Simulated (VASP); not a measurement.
# HfO2 (P4_2/nmc) in VASP: further runs

Runs on HfO2. Level: PBE. Tasks: single point.

Everything below comes from runs of VASP 6.6.1. Logs are shortened: lines on timing, memory, paths and dates and some standing lists are left out, and cuts for length are marked.

## (1) The cell of the first run

It takes space group P4_2/nmc (No. 137, tetragonal). Conventional cell: a = 3.712 Å, b = 3.712 Å, c = 5.206 Å, α = 90.00°, β = 90.00°, γ = 90.00°. Hf (site symmetry -4m2) has 8 O at 2.10 to 2.46 Å within 2.8 Å. Within 2.8 Å of O (site symmetry 2mm) lie 4 Hf at 2.10 to 2.46 Å and 6 O at 2.60 to 2.70 Å.

## (2) Single point, PBE

INCAR

```
  ALGO = Normal
  EDIFF = 1E-7
  ENCUT = 520
  GGA = PE
  ISIF = 2
  ISMEAR = 0
  LASPH = T
  LCHARG = F
  LREAL = F
  LWAVE = F
  NBANDS = 31
  NELM = 100
  PREC = Accurate
  SIGMA = 0.02
```

KPOINTS

```
k-points
0
Gamma
  6 6 4
```

POSCAR

```
HfO2
1.0
    3.7124339275      0.0000000000      0.0000000000
    0.0000000000      3.7124339275      0.0000000000
    0.0000000000      0.0000000000      5.2061237571
Hf O
2 4
Direct
    0.5000000000      0.5000000000      0.5000000000
    0.0000000000      0.0000000000      0.0000000000
    0.0000000000      0.5000000000      0.6886146230
    0.5000000000      0.0000000000      0.8113853770
    0.5000000000      0.0000000000      0.3113853770
    0.0000000000      0.5000000000      0.1886146230
```

Potentials or basis: VASP PAW PBE potentials, release 64 (Hf_pv, O).

The run is started by

```sh
cat potpaw_PBE.64/Hf_pv/POTCAR potpaw_PBE.64/O/POTCAR > POTCAR
mpirun -np 1 vasp_std > vasp.out
```

OUTCAR:

```text
EDIFF = 1E-7
   ENCUT = 520
   GGA = PE
   ISIF = 2
   ISMEAR = 0
   LASPH = T
   LREAL = F
   NELM = 100
   PREC = Accurate

 ion  position               nearest neighbor table
   1  0.500  0.500  0.500-   3 2.10   5 2.10   5 2.10   3 2.10   4 2.46   4 2.46   6 2.46   6 2.46
                             2 3.70   2 3.70   2 3.70   2 3.70   2 3.70   2 3.70   2 3.70   2 3.70
   2  0.000  0.000  0.000-   4 2.10   6 2.10   6 2.10   4 2.10   3 2.46   5 2.46   3 2.46   5 2.46
                             1 3.70   1 3.70   1 3.70   1 3.70   1 3.70   1 3.70   1 3.70   1 3.70
   3  0.000  0.500  0.689-   1 2.10   1 2.10   2 2.46   2 2.46
   4  0.500  0.000  0.811-   2 2.10   2 2.10   1 2.46   1 2.46
   5  0.500  0.000  0.311-   1 2.10   1 2.10   2 2.46   2 2.46
   6  0.000  0.500  0.189-   2 2.10   2 2.10   1 2.46   1 2.46

  LATTYP: Found a simple tetragonal cell.
 ALAT       =     3.7124339275
 C/A-ratio  =     1.4023478555

  Lattice vectors:

 A1 = (   3.7124339275,   0.0000000000,   0.0000000000)
 A2 = (   0.0000000000,   3.7124339275,   0.0000000000)
 A3 = (   0.0000000000,   0.0000000000,   5.2061237571)

Analysis of symmetry for initial positions (statically):
=====================================================================
 Subroutine PRICEL returns:
 Original cell was already a primitive cell.

 Routine SETGRP: Setting up the symmetry group for a
 simple tetragonal supercell.

 Subroutine GETGRP returns: Found 16 space group operations
 (whereof  8 operations were pure point group operations)
 out of a pool of 16 trial point group operations.

The static configuration has the point symmetry D_2d.
 The point group associated with its full space group is D_4h.

Analysis of symmetry for dynamics (positions and initial velocities):
=====================================================================
 Subroutine PRICEL returns:
 Original cell was already a primitive cell.

 Routine SETGRP: Setting up the symmetry group for a
 simple tetragonal supercell.

 Subroutine GETGRP returns: Found 16 space group operations
 (whereof  8 operations were pure point group operations)
 out of a pool of 16 trial point group operations.

The dynamic configuration has the point symmetry D_2d.
 The point group associated with its full space group is D_4h.

 Subroutine INISYM returns: Found 16 space group operations
 (whereof  8 operations are pure point group operations),
 and found     1 'primitive' translations

----------------------------------------------------------------------------------------

                                     Primitive cell

  volume of cell :      71.7517

  direct lattice vectors                    reciprocal lattice vectors
     3.712433927  0.000000000  0.000000000     0.269365063  0.000000000  0.000000000
     0.000000000  3.712433927  0.000000000     0.000000000  0.269365063  0.000000000
     0.000000000  0.000000000  5.206123757     0.000000000  0.000000000  0.192081488

  length of vectors
     3.712433927  3.712433927  5.206123757     0.269365063  0.269365063  0.192081488

  position of ions in fractional coordinates (direct lattice)
     0.500000000  0.500000000  0.500000000
     0.000000000  0.000000000  0.000000000
     0.000000000  0.500000000  0.688614623
     0.500000000  0.000000000  0.811385377
     0.500000000  0.000000000  0.311385377
     0.000000000  0.500000000  0.188614623

  ion indices of the primitive-cell ions
   primitive index   ion index
                 1           1
                 2           2
                 3           3
                 4           4
                 5           5
                 6           6

----------------------------------------------------------------------------------------

 KPOINTS: k-points

Automatic generation of k-mesh.
 Grid dimensions read from file:
 generate k-points for:    6    6    4

 Generating k-lattice:

  Cartesian coordinates                     Fractional coordinates (reciprocal lattice)
     0.044894177  0.000000000  0.000000000     0.166666667  0.000000000  0.000000000
     0.000000000  0.044894177  0.000000000     0.000000000  0.166666667  0.000000000
     0.000000000  0.000000000  0.048020372     0.000000000  0.000000000  0.250000000

  Length of vectors
     0.044894177  0.044894177  0.048020372

  Shift w.r.t. Gamma in fractional coordinates (k-lattice)
     0.000000000  0.000000000  0.000000000

 Subroutine IBZKPT returns following result:
 ===========================================

 Found     30 irreducible k-points:

 Following reciprocal coordinates:
            Coordinates               Weight
  0.000000  0.000000  0.000000      1.000000
  0.166667  0.000000  0.000000      4.000000
  0.333333  0.000000  0.000000      4.000000
  0.500000  0.000000  0.000000      2.000000
  0.166667  0.166667  0.000000      4.000000
  0.333333  0.166667  0.000000      8.000000
[... 16 lines left out ...]
  0.333333  0.000000  0.500000      4.000000
[... 56 lines left out ...]
 NGX is ok and might be reduce to    28
   NGX = 13   NGY = 13   NGZ = 19

 number of electron      43.9999985 magnetization

 Free energy of the ion-electron system (eV)
  ---------------------------------------------------
  ext. energy  EPLUGINS =         0.00000000
  ---------------------------------------------------
  free energy    TOTEN  =       -60.43649946 eV

  energy without entropy =      -60.43649946  energy(sigma->0) =      -60.43649946

 E-fermi :   3.2093     XC(G=0): -11.3168

 val. band max:        3.0430626388   @ k =   0.1667   0.1667   0.0000
 cond. band min:       7.1170858027   @ k =   0.0000   0.0000   0.0000
 fundamental gap:      4.0740231639
 Fermi energy:         3.2093026662

 k-point     1 :       0.0000    0.0000    0.0000
  band No.  band energies     occupation
      1     -26.8453      2.00000
      2     -26.5733      2.00000
      3     -26.5516      2.00000
      4     -26.5516      2.00000
      5     -26.4707      2.00000
      6     -26.4707      2.00000
[... 23 lines left out ...]
     30      11.1132      0.00000
     31      12.4460      0.00000

 k-point     2 :       0.1667    0.0000    0.0000
  band No.  band energies     occupation
      1     -26.8209      2.00000
      2     -26.6027      2.00000
      3     -26.5764      2.00000
      4     -26.5442      2.00000
      5     -26.5257      2.00000
      6     -26.4741      2.00000
[... 23 lines left out ...]
     30      11.1113      0.00000
     31      11.8108      0.00000

 k-point     3 :       0.3333    0.0000    0.0000
  band No.  band energies     occupation
      1     -26.7591      2.00000
      2     -26.6796      2.00000
      3     -26.6360      2.00000
      4     -26.6167      2.00000
      5     -26.5253      2.00000
      6     -26.4849      2.00000
[... 23 lines left out ...]
     30      11.1246      0.00000
     31      11.2069      0.00000

 k-point     4 :       0.5000    0.0000    0.0000
  band No.  band energies     occupation
      1     -26.7099      2.00000
      2     -26.7099      2.00000
      3     -26.6761      2.00000
      4     -26.6761      2.00000
      5     -26.5031      2.00000
      6     -26.5031      2.00000
[... 23 lines left out ...]
     30      11.3459      0.00000
     31      11.5650      0.00000

 k-point     5 :       0.1667    0.1667    0.0000
  band No.  band energies     occupation
      1     -26.7987      2.00000
      2     -26.6241      2.00000
      3     -26.5822      2.00000
      4     -26.5626      2.00000
      5     -26.5576      2.00000
      6     -26.4986      2.00000
[... 23 lines left out ...]
     30      10.8302      0.00000
     31      11.6635      0.00000
[... 542 lines left out ...]
     30      11.4017      0.00000
     31      11.7887      0.00000

 k-point    22 :       0.1667    0.0000    0.5000
  band No.  band energies     occupation
      1     -26.7352      2.00000
      2     -26.7164      2.00000
      3     -26.5516      2.00000
      4     -26.5287      2.00000
      5     -26.5108      2.00000
      6     -26.5076      2.00000
[... 23 lines left out ...]
     30      11.5958      0.00000
     31      11.8496      0.00000

 k-point    23 :       0.3333    0.0000    0.5000
  band No.  band energies     occupation
      1     -26.7859      2.00000
      2     -26.7561      2.00000
      3     -26.5905      2.00000
      4     -26.5574      2.00000
      5     -26.5060      2.00000
      6     -26.5041      2.00000
[... 23 lines left out ...]
     30      11.8522      0.00000
     31      12.0391      0.00000

 k-point    24 :       0.5000    0.0000    0.5000
  band No.  band energies     occupation
      1     -26.8042      2.00000
      2     -26.8042      2.00000
      3     -26.5792      2.00000
      4     -26.5792      2.00000
      5     -26.5030      2.00000
      6     -26.5030      2.00000
[... 23 lines left out ...]
     30      11.6399      0.00000
     31      12.2623      0.00000

 [... further k-points ...]
[... 5 lines left out ...]
  --------------------------------------------------------------------------------------
  -------------------------------------------------------------------------------------
  Total       -8.0633906     -8.0633906     -1.1204921      0.0000000      0.0000000      0.0000000
  in kB     -180.0513278   -180.0513278    -25.0200062      0.0000000      0.0000000      0.0000000
  external PRESSURE =    -128.3742206 kB  Pullay stress =       0.0000000 kB

 VOLUME and BASIS-vectors are now :
 -----------------------------------------------------------------------------
  energy-cutoff  :      520.00
  volume of cell :       71.75
      direct lattice vectors                 reciprocal lattice vectors
     3.712433927  0.000000000  0.000000000     0.269365063  0.000000000  0.000000000
     0.000000000  3.712433927  0.000000000     0.000000000  0.269365063  0.000000000
     0.000000000  0.000000000  5.206123757     0.000000000  0.000000000  0.192081488

 POSITION                                       TOTAL-FORCE (eV/Angst)
 -----------------------------------------------------------------------------------
      1.85622      1.85622      2.60306         0.000000      0.000000      0.000000
      0.00000      0.00000      0.00000        -0.000000     -0.000000      0.000000
      0.00000      1.85622      3.58501        -0.000000     -0.000000     -0.051043
      1.85622      0.00000      4.22417         0.000000      0.000000      0.051043
      1.85622      0.00000      1.62111        -0.000000     -0.000000      0.051043
      0.00000      1.85622      0.98195         0.000000     -0.000000     -0.051043
 -----------------------------------------------------------------------------------
    total drift:                                0.000000      0.000000      0.000000

  FREE ENERGIE OF THE ION-ELECTRON SYSTEM (eV)
  ---------------------------------------------------
  free  energy   TOTEN  =       -60.4364994586 eV

  energy  without entropy=      -60.4364994586  energy(sigma->0) =      -60.43649946
```

It took 2.7 min on 1 thread of AMD EPYC, shared host; peak memory 0.17 GiB.

Results:

| Quantity | Value |
| --- | --- |
| Free energy | -60.4365 eV |
| Pressure | -12.8 GPa |
| Largest force | 0.051 eV/Å |
| Band gap on the k mesh | 4.07 eV, indirect (least direct gap 4.14 eV) |

Forces in eV/Å, atoms in the order of the input:
```
Hf   0.000  0.000  0.000
Hf   0.000  0.000  0.000
O    0.000  0.000 -0.051
O    0.000  0.000  0.051
O    0.000  0.000  0.051
O    0.000  0.000 -0.051
```

Stress tensor (GPa, compression positive):
```
-18.01   0.00   0.00
  0.00 -18.01   0.00
  0.00   0.00  -2.50
```

Caveat: spin-orbit coupling is left out, which moves the levels of the heavy elements. PBE gaps usually lie below the measured ones, often by a third to a half.

## (3) Single point, PBE (biaxial strain in the a-b plane: +4.5 %)

INCAR

```
SYSTEM = HfO2
PREC = Accurate ; ENCUT = 520
EDIFF = 1E-7 ; ISMEAR = 0
SIGMA = 0.02 ; LREAL = .FALSE.
LASPH = .TRUE. ; NELM = 100
ALGO = Normal ; ISIF = 2
LWAVE = .FALSE. ; LCHARG = .TRUE.
GGA = PE ; LELF = .TRUE.
LVHAR = .TRUE. ; NBANDS = 31
```

KPOINTS

```
Automatic mesh
0
G
  6 6 4
  0 0 0
```

POSCAR, as its differences from that of step 2:

```diff
@@ -2,5 +2,5 @@
 1.0
-    3.7124339275      0.0000000000      0.0000000000
-    0.0000000000      3.7124339275      0.0000000000
-    0.0000000000      0.0000000000      5.2061237571
+    3.7664984993      0.0000000000      0.0000000000
+    0.0000000000      3.7664984993      0.0000000000
+    0.0000000000      0.0000000000      5.1218401471
 Hf O
```

Potentials or basis: VASP PAW PBE potentials, release 64 (Hf_pv, O).

The run is started by

```sh
cat potpaw_PBE.64/Hf_pv/POTCAR potpaw_PBE.64/O/POTCAR > POTCAR
mpirun -np 1 vasp_std > vasp.out
```

It took 2.6 min on 1 thread of AMD EPYC, shared host; peak memory 0.18 GiB.

The run converged. Its results:

```yaml
Free_energy: -60.1679 eV
Pressure: -15.7 GPa
Largest_force: 0.031 eV/Å
Band_gap_on_the_k_mesh: 3.65 eV, indirect (least direct gap 3.70 eV)
```

Forces in eV/Å, atoms in the order of the input:
```
Hf   0.000  0.000  0.000
Hf   0.000  0.000  0.000
O    0.000  0.000 -0.031
O    0.000  0.000  0.031
O    0.000  0.000  0.031
O    0.000  0.000 -0.031
```

Stress tensor (GPa, compression positive):
```
-24.11   0.00   0.00
  0.00 -24.11   0.00
  0.00   0.00   1.18
```

Levels at points of the mesh, in eV from the valence-band top:
```tsv
k point	band 19	band 20	band 21	band 22	band 23	band 24	band 25	band 26
(0.00, 0.00, 0.00)	-0.72	-0.72	-0.68	-0.05	3.65	3.87	4.46	5.14
(0.50, 0.00, 0.00)	-1.76	-1.76	-0.12	-0.12	4.02	4.02	5.19	5.19
(0.50, 0.50, 0.00)	-1.30	-1.30	-0.46	-0.46	4.62	4.62	5.51	5.51
(0.00, 0.00, 0.50)	-1.29	-1.29	-0.61	-0.61	4.32	4.32	4.81	4.81
(0.50, 0.00, 0.50)	-1.80	-1.80	-1.28	-1.28	4.29	4.29	4.87	4.87
(0.50, 0.50, 0.50)	-2.01	-2.01	-0.78	-0.78	4.71	4.71	5.73	5.73
```

Caveat: the cell differs from its parent crystal (biaxial strain in the a-b plane: +4.5 %); spin-orbit coupling is left out, which moves the levels of the heavy elements.

## (4) Single point, PBE (biaxial strain in the a-b plane: +4.5 %, then relaxed in part)

INCAR

```
SYSTEM = HfO2
PREC     = Accurate       ! precision mode
ENCUT    = 520            ! plane-wave cutoff, eV
EDIFF    = 1E-6           ! SCF threshold, eV
ISMEAR   = 0              ! smearing method
SIGMA    = 0.02           ! smearing width, eV
LREAL    = .FALSE.        ! projectors in reciprocal space
LASPH    = .TRUE.         ! aspherical terms in the spheres
NELM     = 80             ! most SCF steps
ALGO     = Normal         ! electronic algorithm
ISIF     = 2              ! what is computed and relaxed
LWAVE    = .FALSE.        ! write WAVECAR
LCHARG   = .FALSE.        ! write CHGCAR
GGA      = PE             ! functional
NBANDS   = 31             ! bands
```

KPOINTS

```
regular mesh
0
G
  6 6 4
  0 0 0
```

POSCAR

```
HfO2
1.0
    3.7664984993      0.0000000000      0.0000000000
    0.0000000000      3.7664984993      0.0000000000
    0.0000000000      0.0000000000      5.1859013757
Hf O
2 4
Direct
    0.5000000000      0.5000000000      0.5000000000
    0.0000000000      0.0000000000      0.0000000000
    0.0000000000      0.5000000000      0.6855460715
    0.5000000000      0.0000000000      0.8144539285
    0.5000000000      0.0000000000      0.3144539285
    0.0000000000      0.5000000000      0.1855460715
```

The run is started by

```sh
cat potpaw_PBE.64/Hf_pv/POTCAR potpaw_PBE.64/O/POTCAR > POTCAR
mpirun -np 1 vasp_std > vasp.out
```

It took 2.1 min on 1 thread of AMD EPYC, shared host; peak memory 0.18 GiB.

It converged, with:

```
Free energy            : -60.1682 eV
Pressure               : -16.9 GPa
Largest force          : 0.051 eV/Å
Band gap on the k mesh : 3.78 eV, indirect (least direct gap 3.84 eV)
```

Forces in eV/Å, atoms in the order of the input:
```
Hf   0.000  0.000  0.000
Hf   0.000  0.000  0.000
O    0.000  0.000 -0.051
O    0.000  0.000  0.051
O    0.000  0.000  0.051
O    0.000  0.000 -0.051
```

Stress tensor (GPa, compression positive):
```
-24.28   0.00   0.00
  0.00 -24.28   0.00
  0.00   0.00  -2.28
```

Levels at points of the mesh, in eV from the valence-band top:
```csv
k point,band 18,band 19,band 20,band 21,band 22,band 23,band 24,band 25,band 26,band 27
"(0.00, 0.00, 0.00)",-1.77,-0.75,-0.60,-0.60,-0.06,3.78,3.98,4.57,5.18,6.27
"(0.50, 0.00, 0.00)",-2.39,-1.66,-1.66,-0.11,-0.11,4.13,4.13,5.26,5.26,6.19
"(0.50, 0.50, 0.00)",-1.52,-1.29,-1.29,-0.44,-0.44,4.75,4.75,5.58,5.58,5.75
"(0.00, 0.00, 0.50)",-2.63,-1.24,-1.24,-0.51,-0.51,4.41,4.41,4.89,4.89,7.45
"(0.50, 0.00, 0.50)",-2.04,-1.72,-1.72,-1.17,-1.17,4.36,4.36,4.95,4.95,6.05
"(0.50, 0.50, 0.50)",-1.93,-1.93,-1.93,-0.71,-0.71,4.79,4.79,5.82,5.82,5.86
```

Caveat: the cell differs from its parent crystal (biaxial strain in the a-b plane: +4.5 %, then relaxed in part); spin-orbit coupling is left out, which moves the levels of the heavy elements.

## (5) Single point, PBE

This run uses another cell than the first one, of 12.26 Å³/atom, 1.025 times its volume.

INCAR

```
PREC     = Accurate       # precision mode
ENCUT    = 520            # plane-wave cutoff, eV
EDIFF    = 1E-6           # SCF threshold, eV
ISMEAR   = 0              # smearing method
SIGMA    = 0.02           # smearing width, eV
LREAL    = F              # projectors in reciprocal space
LASPH    = T              # aspherical terms in the spheres
NELM     = 60             # most SCF steps
ALGO     = Normal         # electronic algorithm
ISIF     = 2              # what is computed and relaxed
LWAVE    = F              # write WAVECAR
LCHARG   = F              # write CHGCAR
GGA      = PE             # functional
NBANDS   = 31             # bands
```

KPOINTS

```
Automatic mesh
0
Gamma
  6 6 4
```

POSCAR is that of step 4.

The run is started by

```sh
cat potpaw_PBE.64/Hf_pv/POTCAR potpaw_PBE.64/O/POTCAR > POTCAR
mpirun -np 1 vasp_std > vasp.out
```

It took 2.2 min on 1 thread of AMD EPYC, shared host; peak memory 0.17 GiB.

The run converged. Its results:

```
Free energy            : -60.1682 eV
Pressure               : -16.9 GPa
Largest force          : 0.051 eV/Å
Band gap on the k mesh : 3.78 eV, indirect (least direct gap 3.84 eV)
```

Forces on the atoms (eV/Å):
```
Hf   0.000  0.000  0.000
Hf   0.000  0.000  0.000
O    0.000  0.000 -0.051
O    0.000  0.000  0.051
O    0.000  0.000  0.051
O    0.000  0.000 -0.051
```

Stress tensor (GPa, compression positive):
```
-24.28   0.00   0.00
  0.00 -24.28   0.00
  0.00   0.00  -2.28
```

Levels at points of the mesh, in eV from the valence-band top:
```tsv
k point	band 19	band 20	band 21	band 22	band 23	band 24	band 25	band 26
(0.00, 0.00, 0.00)	-0.75	-0.60	-0.60	-0.06	3.78	3.98	4.57	5.18
(0.50, 0.00, 0.00)	-1.66	-1.66	-0.11	-0.11	4.13	4.13	5.26	5.26
(0.50, 0.50, 0.00)	-1.29	-1.29	-0.44	-0.44	4.75	4.75	5.58	5.58
(0.00, 0.00, 0.50)	-1.24	-1.24	-0.51	-0.51	4.41	4.41	4.89	4.89
(0.50, 0.00, 0.50)	-1.72	-1.72	-1.17	-1.17	4.36	4.36	4.95	4.95
(0.50, 0.50, 0.50)	-1.93	-1.93	-0.71	-0.71	4.79	4.79	5.82	5.82
```

Caveat: spin-orbit coupling is left out, which moves the levels of the heavy elements. A k mesh can miss the band edges.

## (6) Summary

| cell | gap on the mesh (eV) | pressure (GPa) | largest force (eV/Å) |
| --- | --- | --- | --- |
| a = 3.712, b = 3.712, c = 5.206 Å, 6 atoms | 4.07 | -12.8 | 0.05 |
| a = 3.766, b = 3.766, c = 5.122 Å, 6 atoms | 3.65 | -15.7 | 0.03 |
| a = 3.766, b = 3.766, c = 5.186 Å, 6 atoms | 3.78 | -16.9 | 0.05 |

Alike in all rows: task single point; level PBE; potentials or basis VASP PAW PBE potentials, release 64 (Hf_pv, O); no spin polarisation; k mesh 6 × 6 × 4; cutoff (eV) 520; smearing gaussian 0.02 eV.

Caveats: spin-orbit coupling is left out, which moves the levels of the heavy elements.

Absolute energies hang on the potentials; compare differences alone.
